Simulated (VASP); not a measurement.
# Al (Fm-3m) in VASP: a series of runs

Runs on Al. Level: PBEsol. Tasks: relaxation of cell and atoms.

Everything below comes from runs of VASP 6.6.1. Logs are shortened: lines on timing, memory, paths and dates and some standing lists are left out, and cuts for length are marked.

## (1) The cell of the first run

The structure is cubic, space group Fm-3m (No. 225). The conventional cell has a = 4.021 Å, b = 4.021 Å, c = 4.021 Å, α = 90.00°, β = 90.00°, γ = 90.00°. Al (site symmetry m-3m) has 12 Al at 2.84 Å within 3.7 Å.

## (2) Relaxation of cell and atoms, PBEsol

INCAR

```
PREC = Accurate
ENCUT = 500
EDIFF = 1E-7
ISMEAR = 1
SIGMA = 0.1
LREAL = F
LASPH = T
NELM = 120
ALGO = Normal
ISIF = 3
LWAVE = F
LCHARG = F
GGA = PS
IBRION = 2
NSW = 80
EDIFFG = -0.02
GGA_COMPAT = F
NELMIN = 4
```

KPOINTS

```
regular mesh
0
Gamma
  5 5 5
```

POSCAR

```
Al
1.0
    4.0209467305      0.0000000000      0.0000000000
    0.0000000000      4.0209467305      0.0000000000
    0.0000000000      0.0000000000      4.0209467305
Al
4
Direct
    0.0000000000      0.0000000000      0.0000000000
    0.0000000000      0.5000000000      0.5000000000
    0.5000000000      0.0000000000      0.5000000000
    0.5000000000      0.5000000000      0.0000000000
```

Potentials or basis: VASP PAW PBE potentials, release 64 (Al).

The run is started by

```bash
cat potpaw_PBE.64/Al/POTCAR > POTCAR
mpirun -np 1 vasp_std > vasp.out
```

OUTCAR:

```text
PREC = Accurate
   ENCUT = 500
   EDIFF = 1E-7
   ISMEAR = 1
   LREAL = F
   LASPH = T
   NELM = 120
   ISIF = 3
   GGA = PS
   IBRION = 2
   NSW = 80
   EDIFFG = -0.02
   NELMIN = 4

 ion  position               nearest neighbor table
   1  0.000  0.000  0.000-   2 2.84   3 2.84   4 2.84   2 2.84   3 2.84   2 2.84   4 2.84   2 2.84
                             3 2.84   4 2.84   3 2.84   4 2.84
   2  0.000  0.500  0.500-   1 2.84   3 2.84   4 2.84   1 2.84   4 2.84   1 2.84   3 2.84   1 2.84
                             3 2.84   4 2.84   4 2.84   3 2.84
   3  0.500  0.000  0.500-   1 2.84   2 2.84   4 2.84   1 2.84   4 2.84   2 2.84   4 2.84   4 2.84
                             1 2.84   2 2.84   1 2.84   2 2.84
   4  0.500  0.500  0.000-   1 2.84   2 2.84   3 2.84   2 2.84   3 2.84   1 2.84   3 2.84   3 2.84
                             1 2.84   2 2.84   2 2.84   1 2.84

  LATTYP: Found a simple cubic cell.
 ALAT       =     4.0209467305

  Lattice vectors:

 A1 = (   4.0209467305,   0.0000000000,   0.0000000000)
 A2 = (   0.0000000000,   4.0209467305,   0.0000000000)
 A3 = (   0.0000000000,   0.0000000000,   4.0209467305)

Analysis of symmetry for initial positions (statically):
=====================================================================
 Subroutine PRICEL returns following result:

  LATTYP: Found a face centered cubic cell.
 ALAT       =     4.0209467305

  Lattice vectors:

 A1 = (   2.0104733653,  -2.0104733653,   0.0000000000)
 A2 = (   2.0104733653,   0.0000000000,   2.0104733653)
 A3 = (   0.0000000000,  -2.0104733653,   2.0104733653)

   4 primitive cells build up your supercell.

 Routine SETGRP: Setting up the symmetry group for a
 simple cubic supercell.

 Subroutine GETGRP returns: Found 48 space group operations
 (whereof 48 operations were pure point group operations)
 out of a pool of 48 trial point group operations.

The static configuration has the point symmetry O_h .

Analysis of symmetry for dynamics (positions and initial velocities):
=====================================================================
 Subroutine PRICEL returns following result:

  LATTYP: Found a face centered cubic cell.
 ALAT       =     4.0209467305

  Lattice vectors:

 A1 = (   2.0104733653,  -2.0104733653,   0.0000000000)
[... 161 lines left out ...]
      direct lattice vectors                 reciprocal lattice vectors
     4.020946731  0.000000000  0.000000000     0.248697649  0.000000000  0.000000000
     0.000000000  4.020946731  0.000000000     0.000000000  0.248697649  0.000000000
     0.000000000  0.000000000  4.020946731     0.000000000  0.000000000  0.248697649

 POSITION                                       TOTAL-FORCE (eV/Angst)
 -----------------------------------------------------------------------------------
      0.00000      0.00000      0.00000         0.000000      0.000000     -0.000000
      0.00000      2.01047      2.01047        -0.000000     -0.000000      0.000000
      2.01047      0.00000      2.01047         0.000000     -0.000000      0.000000
      2.01047      2.01047      0.00000        -0.000000      0.000000     -0.000000
 -----------------------------------------------------------------------------------
    total drift:                               -0.000000     -0.000000      0.000000

  FREE ENERGIE OF THE ION-ELECTRON SYSTEM (eV)
  ---------------------------------------------------
  free  energy   TOTEN  =       -16.3733274362 eV

  energy  without entropy=      -16.3736265061  energy(sigma->0) =      -16.37342713

--------------------------------------- Ionic step        2  -------------------------------------------

 number of electron      12.0000000 magnetization

 Free energy of the ion-electron system (eV)
  ---------------------------------------------------
  ext. energy  EPLUGINS =         0.00000000
  ---------------------------------------------------
  free energy    TOTEN  =       -16.37383044 eV

  energy without entropy =      -16.37498954  energy(sigma->0) =      -16.37421681

 E-fermi :   8.3341     XC(G=0): -10.3368

 val. band max:        8.2887113994   @ k =   0.2000   0.2000   0.0000
 cond. band min:       8.4032962832   @ k =   0.4000   0.2000   0.0000
 fundamental gap:      0.1145848838
 Fermi energy:         8.3341336868

 k-point     1 :       0.0000    0.0000    0.0000
  band No.  band energies     occupation
      1      -3.1025      2.00000
      2       5.2070      2.00000
      3       5.2070      2.00000
      4       5.2070      2.00000
      5       6.5655      2.00000
      6       6.5655      2.00000
      7       6.5655      2.00000
      8      13.4365      0.00000
      9      13.4365      0.00000
     10      13.4365      0.00000
[... 105 lines left out ...]
 k-point    10 :       0.4000    0.4000    0.4000
  band No.  band energies     occupation
      1       1.2416      2.00000
      2       3.0062      2.00000
      3       3.0062      2.00000
      4       3.0062      2.00000
      5       4.7829      2.00000
      6       4.7829      2.00000
      7       4.7829      2.00000
      8       6.5111      2.00000
      9      16.7195      0.00000
     10      16.7195      0.00000

------------------------ aborting loop because EDIFF is reached ----------------------------------------

  FORCE on cell =-STRESS in cart. coord.  units (eV):
  Direction    XX          YY          ZZ          XY          YZ          ZX
  --------------------------------------------------------------------------------------
  -------------------------------------------------------------------------------------
  Total        0.0397344      0.0397344      0.0397344     -0.0000000     -0.0000000     -0.0000000
  in kB        0.9858585      0.9858585      0.9858585     -0.0000000     -0.0000000     -0.0000000
  external PRESSURE =       0.9858585 kB  Pullay stress =       0.0000000 kB

 VOLUME and BASIS-vectors are now :
 -----------------------------------------------------------------------------
  energy-cutoff  :      500.00
  volume of cell :       64.57
      direct lattice vectors                 reciprocal lattice vectors
     4.011939340 -0.000000000 -0.000000000     0.249256012  0.000000000 -0.000000000
    -0.000000000  4.011939340 -0.000000000     0.000000000  0.249256012 -0.000000000
     0.000000000  0.000000000  4.011939340     0.000000000  0.000000000  0.249256012

 POSITION                                       TOTAL-FORCE (eV/Angst)
 -----------------------------------------------------------------------------------
      0.00000      0.00000      4.01194         0.000000     -0.000000      0.000000
      4.01194      2.00597      2.00597         0.000000      0.000000     -0.000000
      2.00597      4.01194      2.00597        -0.000000     -0.000000      0.000000
      2.00597      2.00597      4.01194        -0.000000     -0.000000     -0.000000
 -----------------------------------------------------------------------------------
    total drift:                               -0.000000     -0.000000      0.000000

  FREE ENERGIE OF THE ION-ELECTRON SYSTEM (eV)
  ---------------------------------------------------
  free  energy   TOTEN  =       -16.3738304413 eV

  energy  without entropy=      -16.3749895408  energy(sigma->0) =      -16.37421681

 reached required accuracy - stopping structural energy minimisation
```

CONTCAR:

```text
Al
   1.00000000000000
     4.0119393404634662   -0.0000000000000000   -0.0000000000000000
    -0.0000000000000000    4.0119393404634662   -0.0000000000000000
     0.0000000000000000    0.0000000000000000    4.0119393404634662
  Al
     4
Direct
     0.0000000000000000    0.0000000000000000    1.0000000000000000
     1.0000000000000000    0.5000000000000000    0.5000000000000000
     0.5000000000000000    1.0000000000000000    0.5000000000000000
     0.5000000000000000    0.5000000000000000    1.0000000000000000

  0.00000000E+00  0.00000000E+00  0.00000000E+00
  0.00000000E+00  0.00000000E+00  0.00000000E+00
  0.00000000E+00  0.00000000E+00  0.00000000E+00
  0.00000000E+00  0.00000000E+00  0.00000000E+00
```

Run time: 15 s. Hardware: 1 thread of Intel Xeon 8259CL, shared host; peak memory 0.15 GiB.

Results:

| Property | Result |
| --- | --- |
| Free energy | -16.3738 eV |
| Relaxed volume | 16.14 Å³/atom |
| Relaxed cell | a = 4.012 Å, b = 4.012 Å, c = 4.012 Å, α = 90.00°, β = 90.00°, γ = 90.00° |
| Space group after relaxing (to 0.05 Å) | Fm-3m (No. 225) |
| Energy gained by relaxing | 0.1 meV/atom |
| Ionic steps | 2 |
| Pressure after relaxing | 0.1 GPa |
| Band gap on the k mesh | zero (band 6 reaches 9.45 eV, above the bottom of band 7 at 4.78 eV) |

The path:
| step | energy change (eV) | largest force (eV/Å) | pressure (GPa) | volume (Å³) |
| --- | --- | --- | --- | --- |
| 1 | 0.0000 | 0.0000 | -0.46 | 65.01 |
| 2 | -0.0005 | 0.0000 | 0.10 | 64.57 |

Final structure:
```yaml
crystal:
  lattice:
    - [4.01194, 0.00000, 0.00000]
    - [0.00000, 4.01194, 0.00000]
    - [0.00000, 0.00000, 4.01194]
  atoms:
    - { symbol: Al, position: [0.00000, 0.00000, 0.00000] }
    - { symbol: Al, position: [0.00000, 0.50000, 0.50000] }
    - { symbol: Al, position: [0.50000, 0.00000, 0.50000] }
    - { symbol: Al, position: [0.50000, 0.50000, 0.00000] }
```

Caveat: the PAW data sets were made with another functional, which shifts forces and pressure a little.

## (3) Relaxation of cell and atoms, PBEsol

This run uses another cell than the first one, of 16.61 Å³/atom, 1.022 times its volume.

INCAR

```
SYSTEM = Al
ALGO     = Normal         ! electronic algorithm
EDIFF    = 1E-7           ! SCF threshold, eV
EDIFFG   = -0.02          ! ionic threshold
ENCUT    = 500            ! plane-wave cutoff, eV
GGA      = PS             ! functional
GGA_COMPAT= .FALSE.      
IBRION   = 2              ! ionic algorithm
ISIF     = 3              ! what is computed and relaxed
ISMEAR   = 1              ! smearing method
LASPH    = .TRUE.         ! aspherical terms in the spheres
LCHARG   = .FALSE.        ! write CHGCAR
LREAL    = .FALSE.        ! projectors in reciprocal space
LWAVE    = .FALSE.        ! write WAVECAR
NELM     = 120            ! most SCF steps
NELMIN   = 4            
NSW      = 80             ! ionic steps
PREC     = Accurate       ! precision mode
SIGMA    = 0.1            ! smearing width, eV
```

KPOINTS

```
k-points
0
G
  4 4 4
  0 0 0
```

POSCAR

```
Al
1.0
    4.0500000000      0.0000000000      0.0000000000
    0.0000000000      4.0500000000      0.0000000000
    0.0000000000      0.0000000000      4.0500000000
Al
4
Direct
    0.0000000000      0.0000000000      0.0000000000
    0.0000000000      0.5000000000      0.5000000000
    0.5000000000      0.0000000000      0.5000000000
    0.5000000000      0.5000000000      0.0000000000
```

Potentials or basis: VASP PAW PBE potentials, release 64 (Al).

The run is started by

```bash
cat potpaw_PBE.64/Al/POTCAR > POTCAR
mpirun -np 1 vasp_std > vasp.out
```

OUTCAR:

```text
SYSTEM = Al
   EDIFF = 1E-7
   EDIFFG = -0.02
   ENCUT = 500
   GGA = PS
   IBRION = 2
   ISIF = 3
   ISMEAR = 1
   LASPH = .TRUE.
   LREAL = .FALSE.
   NELM = 120
   NELMIN = 4
   NSW = 80
   PREC = Accurate

 ion  position               nearest neighbor table
   1  0.000  0.000  0.000-   2 2.86   3 2.86   4 2.86   2 2.86   3 2.86   2 2.86   4 2.86   2 2.86
                             3 2.86   4 2.86   3 2.86   4 2.86
   2  0.000  0.500  0.500-   1 2.86   3 2.86   4 2.86   1 2.86   4 2.86   1 2.86   3 2.86   1 2.86
[... 383 lines left out ...]
  --------------------------------------------------------------------------------------
  -------------------------------------------------------------------------------------
  Total       -0.0606598     -0.0606598     -0.0606598     -0.0000000      0.0000000     -0.0000000
  in kB       -1.4838275     -1.4838275     -1.4838275     -0.0000000      0.0000000     -0.0000000
  external PRESSURE =      -1.4838275 kB  Pullay stress =       0.0000000 kB

 VOLUME and BASIS-vectors are now :
 -----------------------------------------------------------------------------
  energy-cutoff  :      500.00
  volume of cell :       65.50
      direct lattice vectors                 reciprocal lattice vectors
     4.030967724  0.000000000  0.000000000     0.248079387  0.000000000 -0.000000000
     0.000000000  4.030967724  0.000000000     0.000000000  0.248079387  0.000000000
     0.000000000  0.000000000  4.030967724    -0.000000000 -0.000000000  0.248079387

 POSITION                                       TOTAL-FORCE (eV/Angst)
 -----------------------------------------------------------------------------------
      4.03097      4.03097      4.03097         0.000000     -0.000000      0.000000
      4.03097      2.01548      2.01548        -0.000000      0.000000      0.000000
      2.01548      0.00000      2.01548        -0.000000     -0.000000     -0.000000
      2.01548      2.01548      4.03097        -0.000000      0.000000     -0.000000
 -----------------------------------------------------------------------------------
    total drift:                               -0.000000     -0.000000      0.000000

  FREE ENERGIE OF THE ION-ELECTRON SYSTEM (eV)
  ---------------------------------------------------
  free  energy   TOTEN  =       -16.3039148022 eV

  energy  without entropy=      -16.2909405312  energy(sigma->0) =      -16.29959005

 reached required accuracy - stopping structural energy minimisation
```

OSZICAR:

```text
N       E                     dE             d eps       ncg     rms          rms(c)
DAV:   1     0.501867849887E+01    0.50187E+01   -0.40858E+03   200   0.883E+02
DAV:   2    -0.156882603849E+02   -0.20707E+02   -0.19169E+02   280   0.935E+01
DAV:   3    -0.164043063695E+02   -0.71605E+00   -0.70375E+00   234   0.142E+01
[... 12 lines left out ...]
DAV:   2    -0.163040760846E+02    0.23505E-03   -0.24041E-04   208   0.112E-01    0.761E-02
DAV:   3    -0.163039268613E+02    0.14922E-03   -0.49232E-05   202   0.435E-02    0.240E-02
DAV:   4    -0.163039145175E+02    0.12344E-04   -0.63965E-06   222   0.150E-02    0.144E-02
DAV:   5    -0.163039148174E+02   -0.29986E-06   -0.62870E-08   104   0.263E-03    0.827E-04
DAV:   6    -0.163039148022E+02    0.15205E-07   -0.99260E-09   106   0.979E-04
   2 F= -.16303915E+02 E0= -.16299590E+02  d E =-.311949E-02
```

Wall time 16 s (1 thread of Intel Xeon 8259CL, shared host); peak memory 0.16 GiB.

Results:

* Free energy: -16.3039 eV
* Relaxed volume: 16.37 Å³/atom
* Relaxed cell: a = 4.031 Å, b = 4.031 Å, c = 4.031 Å, α = 90.00°, β = 90.00°, γ = 90.00°
* Space group after relaxing (to 0.05 Å): Fm-3m (No. 225)
* Energy gained by relaxing: 0.8 meV/atom
* Ionic steps: 2
* Pressure after relaxing: -0.1 GPa
* Band gap on the k mesh: zero (band 6 reaches 9.27 eV, above the bottom of band 7 at 3.64 eV)

Step by step:
```csv
step,energy change (eV),largest force (eV/Å),pressure (GPa),volume (Å³)
1,0.0000,0.0000,-0.94,66.43
2,-0.0031,0.0000,-0.15,65.50
```

Final structure:
```
CELL_PARAMETERS angstrom
4.03097 0.00000 0.00000
0.00000 4.03097 0.00000
0.00000 0.00000 4.03097
ATOMIC_POSITIONS crystal
Al 0.00000 0.00000 0.00000
Al 0.00000 0.50000 0.50000
Al 0.50000 0.00000 0.50000
Al 0.50000 0.50000 0.00000
```

Caveat: the k points lie up to 0.39 Å⁻¹ apart in the final cell; the PAW data sets were made with another functional, which shifts forces and pressure a little.
